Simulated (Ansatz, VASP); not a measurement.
## One calculation of BN, two programs

```
B N
1.0
     2.55443    0.00000    0.00000
    -1.27722    2.21220    0.00000
     0.00000    0.00000    4.22443
B N
2 2
Direct
  0.33333 0.66667 0.00019
  0.66667 0.33333 0.50019
  0.33333 0.66667 0.37481
  0.66667 0.33333 0.87481
```

Alike in both runs: task single point; functional PBE; k mesh 9 × 9 × 6; no spin polarisation.

|  | VASP | Ansatz |
| --- | --- | --- |
| version | VASP 6.6.1 | Ansatz 0.2.0 |
| potentials or method | VASP PAW PBE potentials, release 64 (B, N) | plane waves, PAW |
| plane-wave cutoff (eV) | 520 | 420 |
| occupations | gaussian, width 0.01 eV | fixed |
| valence electrons in the cell | 16 | 16 |

```tsv
	VASP	Ansatz	Ansatz less VASP
gap on the k mesh at the Fermi level (eV)	5.21	5.23	+0.017
pressure (GPa)	0.3	0.0	-0.24
```
